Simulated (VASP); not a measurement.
Set up this calculation in VASP 6.6.1, as the native input.

```
Task                   : single point
Functional             : r2SCAN
Potentials or basis    : VASP PAW PBE potentials, release 64 (B, N)
Cutoff                 : 520 eV
k mesh                 : 12 × 12 × 12
Occupations            : gaussian, width 0.05 eV
Spin                   : no spin polarisation
Dipole correction      : no
Further INCAR settings : ALGO = Normal; EDIFF = 1e-07; NBANDS = 11
```

Crystal: BN.

```
B N
1.0
     0.00000    1.86739    1.84020
     1.86739    0.00000    1.84020
     1.86739    1.86739    0.00000
B N
1 1
Direct
  0.00000 0.00000 0.00000
  0.75000 0.75000 0.75000
```

This cell differs from its parent crystal: strain +0.030 along x and y, +0.015 along z.

These files were run (other wordings do the same):

POSCAR

```
BN
1.0
    0.0000000000      1.8673910300      1.8401960150
    1.8673910300      0.0000000000      1.8401960150
    1.8673910300      1.8673910300      0.0000000000
B N
1 1
Direct
    0.0000000000      0.0000000000      0.0000000000
    0.7500000000      0.7500000000      0.7500000000
```

INCAR.step1

```
ALGO = Normal ; EDIFF = 1E-4
ENCUT = 520 ; GGA = PE
ISMEAR = 0 ; LASPH = T
LCHARG = F ; LREAL = F
LWAVE = T ; NBANDS = 11
NELM = 100 ; PREC = Accurate
SIGMA = 0.05
```

INCAR.step2

```
ALGO = Normal ; EDIFF = 1E-7
ENCUT = 520 ; ISIF = 2
ISMEAR = 0 ; ISTART = 1
LASPH = T ; LCHARG = F
LMIXTAU = T ; LREAL = F
LWAVE = F ; METAGGA = R2SCAN
NBANDS = 11 ; NELM = 100
PREC = Accurate ; SIGMA = 0.05
```

KPOINTS

```
k-points
0
Gamma
  12 12 12
```

Potentials or basis: VASP PAW PBE potentials, release 64 (B, N).

Launch:

```bash
$ cat potpaw_PBE.64/B/POTCAR potpaw_PBE.64/N/POTCAR > POTCAR
$ cp INCAR.step1 INCAR
$ mpirun -np 1 vasp_std > vasp.out
$ cp INCAR.step2 INCAR
$ mpirun -np 1 vasp_std > vasp.out
```

It gave:

```yaml
Pressure: -28.4 GPa
Band_gap_on_the_k_mesh: 4.62 eV, indirect (least direct gap 8.96 eV)
```

Caveat: the cell differs from its parent crystal (strain +0.030 along x and y, +0.015 along z); the PAW data sets were made with another functional, which shifts forces and pressure a little.

Run time: 2.3 min on 1 thread of Intel Xeon 8259CL (shared host), peak memory 0.14 GiB.
